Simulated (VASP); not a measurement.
# CuI (Marshite) (F-43m) in VASP: a series of runs, part 2 of 2

VASP 6.6.1.

**4. Single point, revPBE+D4**

This run uses another cell than the first one, of 26.41 Å³/atom, 0.948 times its volume.

INCAR reads:

```
PREC = Accurate ; ENCUT = 520
EDIFF = 1E-7 ; ISMEAR = -1
SIGMA = 0.05 ; LREAL = F
LASPH = T ; NELM = 80
ALGO = Normal ; ISIF = 2
LWAVE = F ; LCHARG = T
GGA = RE ; IVDW = 13
LELF = T ; LVHAR = T
NBANDS = 16
```

KPOINTS reads:

```
Automatic mesh
0
Gamma
  8 8 8
```

POSCAR reads:

```
CuI
1.0
    0.0000000000      2.9778760018      2.9778760018
    2.9778760018      0.0000000000      2.9778760018
    2.9778760018      2.9778760018      0.0000000000
I Cu
1 1
Direct
    0.0000000000      0.0000000000      0.0000000000
    0.7500000000      0.7500000000      0.7500000000
```

Potentials or basis: VASP PAW PBE potentials, release 64 (I, Cu).

The run is started by

```
$ cat potpaw_PBE.64/I/POTCAR potpaw_PBE.64/Cu/POTCAR > POTCAR
$ mpirun -np 1 vasp_std > vasp.out
```

OUTCAR:

```text
PREC = Accurate
   ENCUT = 520
   EDIFF = 1E-7
   ISMEAR = -1
   LREAL = F
   LASPH = T
   NELM = 80
   ISIF = 2
   GGA = RE
   IVDW = 13

 ion  position               nearest neighbor table
   1  0.000  0.000  0.000-   2 2.58   2 2.58   2 2.58   2 2.58
   2  0.750  0.750  0.750-   1 2.58   1 2.58   1 2.58   1 2.58

  LATTYP: Found a face centered cubic cell.
 ALAT       =     5.9557520036

  Lattice vectors:

 A1 = (   0.0000000000,   2.9778760018,   2.9778760018)
 A2 = (   2.9778760018,   0.0000000000,   2.9778760018)
[... 641 lines left out ...]

  DFT-D4 for vdW energy calculation

  Edisp (eV):   -1.28454

  FORCE on cell =-STRESS in cart. coord.  units (eV):
  Direction    XX          YY          ZZ          XY          YZ          ZX
  --------------------------------------------------------------------------------------
  -------------------------------------------------------------------------------------
  Total       0.01398     0.01398     0.01398     0.00000     0.00000     0.00000
  in kB       0.42409     0.42409     0.42409     0.00000     0.00000     0.00000
  external pressure =        0.42 kB  Pullay stress =        0.00 kB

 VOLUME and BASIS-vectors are now :
 -----------------------------------------------------------------------------
  energy-cutoff  :      520.00
  volume of cell :       52.81
      direct lattice vectors                 reciprocal lattice vectors
     0.000000000  2.977876002  2.977876002    -0.167904909  0.167904909  0.167904909
     2.977876002  0.000000000  2.977876002     0.167904909 -0.167904909  0.167904909
     2.977876002  2.977876002  0.000000000     0.167904909  0.167904909 -0.167904909

 POSITION                                       TOTAL-FORCE (eV/Angst)
 -----------------------------------------------------------------------------------
      0.00000      0.00000      0.00000        -0.000000     -0.000000     -0.000000
      4.46681      4.46681      4.46681         0.000000      0.000000      0.000000
 -----------------------------------------------------------------------------------
    total drift:                               -0.000001     -0.000001     -0.000001

  FREE ENERGIE OF THE ION-ELECTRON SYSTEM (eV)
  ---------------------------------------------------
  free  energy   TOTEN  =        -6.1652131461 eV

  energy  without entropy=       -6.1652131343  energy(sigma->0) =       -6.16521314
```

OSZICAR:

```text
N       E                     dE             d eps       ncg     rms          rms(c)
DAV:   1     0.963059043576E+02    0.96306E+02   -0.76144E+03   928   0.121E+03
DAV:   2     0.781516381183E+00   -0.95524E+02   -0.87475E+02  1016   0.231E+02
DAV:   3    -0.493186116089E+01   -0.57134E+01   -0.56416E+01  1216   0.606E+01
DAV:   4    -0.508652214670E+01   -0.15466E+00   -0.15460E+00  1192   0.945E+00
DAV:   5    -0.509407412154E+01   -0.75520E-02   -0.75518E-02  1344   0.233E+00    0.560E+00
DAV:   6    -0.501866833355E+01    0.75406E-01   -0.25517E+00  1000   0.444E+01    0.357E+00
DAV:   7    -0.487940218184E+01    0.13927E+00   -0.63337E-01  1024   0.265E+01    0.190E+00
DAV:   8    -0.488203668323E+01   -0.26345E-02   -0.33422E-02  1472   0.212E+00    0.428E-01
DAV:   9    -0.488024739966E+01    0.17893E-02   -0.82246E-03  1224   0.274E+00    0.117E-01
DAV:  10    -0.488063243217E+01   -0.38503E-03   -0.83798E-04  1056   0.190E-01    0.349E-02
DAV:  11    -0.488066250466E+01   -0.30072E-04   -0.93802E-05  1264   0.240E-01    0.272E-02
DAV:  12    -0.488066759114E+01   -0.50865E-05   -0.12565E-05  1288   0.440E-02    0.128E-02
DAV:  13    -0.488066864577E+01   -0.10546E-05   -0.11500E-05  1184   0.956E-02    0.428E-03
DAV:  14    -0.488066865610E+01   -0.10330E-07   -0.11633E-06  1448   0.230E-02    0.312E-03
DAV:  15    -0.488066847852E+01    0.17758E-06   -0.49637E-08   800   0.457E-03    0.108E-03
DAV:  16    -0.488066853767E+01   -0.59149E-07   -0.29622E-08   728   0.278E-03
   1 F= -.61652131E+01 E0= -.61652131E+01  d E =-.118499E-07
```

stdout:

```text
POSCAR found type information on POSCAR I Cu
 POSCAR found :  2 types and       2 ions
 scaLAPACK will be used
 -----------------------------------------------------------------------------
|                                                                             |
|                                                                             |
|     You enforced a specific xc type in the INCAR file but a different       |
|     I HOPE YOU KNOW WHAT YOU ARE DOING!                                     |
|                                                                             |
 -----------------------------------------------------------------------------

 LDA part: xc-table for (Slater+PW92), standard interpolation
 POSCAR, INCAR and KPOINTS ok, starting setup
 FFT: planning ... GRIDC
 FFT: planning ... GRID_SOFT
 FFT: planning ... GRID
 WAVECAR not read
 entering main loop
```

Run time: 34 s. Hardware: 1 thread of Intel Xeon Platinum 8259CL at 2.50GHz (Skylake/Cascade Lake), shared host; peak memory 0.19 GiB.

Results:

```yaml
Free_energy: -6.1652 eV
Pressure: 0.0 GPa
Band_gap_on_the_k_mesh: 1.39 eV, direct
Dispersion_energy_per_atom: -0.642 eV
```

Levels at points of the mesh, in eV from the valence-band top:
```csv
k point,band 7,band 8,band 9,band 10,band 11,band 12
"(0.00, 0.00, 0.00)",0.00,0.00,0.00,1.39,4.83,4.83
"(0.50, 0.00, 0.00)",-1.98,-0.79,-0.79,2.27,5.39,5.39
"(0.50, 0.50, 0.00)",-1.97,-1.67,-1.67,2.68,2.92,9.67
```

Caveat: the PAW data sets were made with another functional, which shifts forces and pressure a little; spin-orbit coupling is left out, which moves the levels of the heavy elements.

**5. Single point, PBE**

INCAR reads:

```
  ALGO = Normal
  EDIFF = 1E-7
  ENCUT = 520
  GGA = PE
  ISIF = 2
  ISMEAR = 0
  LASPH = T
  LCHARG = F
  LREAL = F
  LWAVE = F
  NBANDS = 16
  NELM = 80
  PREC = Accurate
  SIGMA = 0.02
```

KPOINTS reads:

```
k-points
0
Gamma
  8 8 8
```

POSCAR reads:

```
CuI
1.0
    0.0000000000      3.0315000000      3.0315000000
    3.0315000000      0.0000000000      3.0315000000
    3.0315000000      3.0315000000      0.0000000000
I Cu
1 1
Direct
    0.0000000000      0.0000000000      0.0000000000
    0.7500000000      0.7500000000      0.7500000000
```

The run is started by

```
$ cat potpaw_PBE.64/I/POTCAR potpaw_PBE.64/Cu/POTCAR > POTCAR
$ mpirun -np 1 vasp_std > vasp.out
```

Wall time 33 s (1 thread of Intel Xeon Platinum 8259CL at 2.50GHz (Skylake/Cascade Lake), shared host); peak memory 0.18 GiB.

It converged, with:

* Free energy: -5.5620 eV
* Pressure: 0.3 GPa
* Band gap on the k mesh: 1.14 eV, direct

Levels at points of the mesh, in eV from the valence-band top:
```tsv
k point	band 6	band 7	band 8	band 9	band 10	band 11	band 12	band 13
(0.00, 0.00, 0.00)	-1.85	0.00	0.00	0.00	1.14	4.87	4.87	4.87
(0.50, 0.00, 0.00)	-1.82	-1.78	-0.71	-0.71	2.16	5.41	5.41	7.40
(0.50, 0.50, 0.00)	-1.79	-1.76	-1.50	-1.50	2.72	2.91	9.19	9.76
```

Caveat: spin-orbit coupling is left out, which moves the levels of the heavy elements. As with any semilocal functional, this PBE gap is likely too small.

**6. The runs side by side**

| level | cell | k mesh | smearing | gap on the mesh (eV) | pressure (GPa) |
| --- | --- | --- | --- | --- | --- |
| PBE | a = 4.287 Å, angles 60.0°, 2 atoms | 4 × 4 × 4 | fermi-dirac 0.06 eV | 1.14 | 0.5 |
| revPBE+D3(BJ) | a = 4.198 Å, angles 60.0°, 2 atoms | 8 × 8 × 8 | fermi-dirac 0.05 eV | 1.42 | 0.0 |
| revPBE+D4 | a = 4.211 Å, angles 60.0°, 2 atoms | 8 × 8 × 8 | fermi-dirac 0.05 eV | 1.39 | 0.0 |
| PBE | a = 4.287 Å, angles 60.0°, 2 atoms | 8 × 8 × 8 | gaussian 0.02 eV | 1.14 | 0.3 |

Alike in all rows: task single point; potentials or basis VASP PAW PBE potentials, release 64 (I, Cu); no spin polarisation; cutoff (eV) 520.

Caveats: some runs use coarse meshes; spin-orbit coupling is left out, which moves the levels of the heavy elements; the PAW data sets were made with another functional, which shifts forces and pressure a little (some runs).

Absolute energies hang on the potentials; compare differences alone.
